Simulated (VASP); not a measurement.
Write the native input for VASP 6.6.1 that does the following.

| Property | Result |
| --- | --- |
| Task | single point |
| Functional | PBE |
| Potentials or basis | VASP PAW PBE potentials, release 64 (Pb_d, Se) |
| Cutoff | 500 eV |
| k mesh | 7 × 7 × 7 |
| Occupations | gaussian, width 0.013 eV |
| Spin | no spin polarisation |
| Dipole correction | no |
| Further INCAR settings | ALGO = Normal; EDIFF = 1e-06; NBANDS = 17 |

The structure of PbSe lies in POSCAR:

```
PbSe
1.0
    3.7843220000      0.0000000000      0.0000000000
    0.0000000000      3.7843220000      0.0000000000
    0.0000000000      0.0000000000      3.7843220000
Pb Se
1 1
Direct
    0.0000000000      0.0000000000      0.0000000000
    0.5000000000      0.5000000000      0.5000000000
```

These files were run (other wordings do the same):

INCAR

```
PREC = Accurate
ENCUT = 500
EDIFF = 1E-6
ISMEAR = 0
SIGMA = 0.013000000000000001
LREAL = False
LASPH = True
NELM = 120
ALGO = Normal
ISIF = 2
LWAVE = False
LCHARG = False
GGA = PE
NBANDS = 17
GGA_COMPAT = False
```

KPOINTS

```
Automatic mesh
0
Gamma
  7 7 7
```

Potentials or basis: VASP PAW PBE potentials, release 64 (Pb_d, Se).

The run is started by

```bash
$ cat potpaw_PBE.64/Pb_d/POTCAR potpaw_PBE.64/Se/POTCAR > POTCAR
$ mpirun -np 1 vasp_std > vasp.out
```

Results of the run:

- Pressure: -0.2 GPa
- Band gap on the k mesh: zero (band 10 reaches 5.29 eV, above the bottom of band 11 at 5.19 eV)

Caveat: spin-orbit coupling is left out, which moves the levels of the heavy elements.

It took 30 s on 1 thread of Intel Xeon 8259CL, on a shared host, peak memory 0.16 GiB.
